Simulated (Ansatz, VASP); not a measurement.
# Two plane-wave programs on Na

```
Na
1.0
     3.02056   -6.44511    0.00000
     3.02056    6.44511    0.00000
     0.00000    0.00000    3.81031
Na
4
Direct
  0.13178 0.86822 0.00005
  0.63178 0.36822 0.49995
  0.86822 0.13178 0.99995
  0.36822 0.63178 0.50005
```

Alike in both runs: functional PBEsol; k mesh 10 × 10 × 8; occupations gaussian, width 0.1 eV; no spin polarisation.

Ansatz relaxed the structure, and its values are those at the end. VASP's run is a single point on that final structure, the one shown.

```csv
,VASP,Ansatz
version,VASP 6.6.1,Ansatz 0.2.0
potentials or method,"VASP PAW PBE potentials, release 64 (Na_pv), cutoff 520 eV","scalar-relativistic, plane waves, PAW"
valence electrons in the cell,28,36
```

```csv
,VASP,Ansatz,Ansatz less VASP
gap on the k mesh at the Fermi level (eV),none,none,-
pressure (GPa),0.0,0.0,-0.02
```

VASP's potentials were made for PBE, not for PBEsol. A gap of «none» marks a metal or a gap that the smearing closes. The functional is the same, so the differences come from potentials, cutoffs and numerics. VASP's potentials hold 28 valence electrons a cell and Ansatz's 36, so a difference there can come from the potentials and not from the codes.
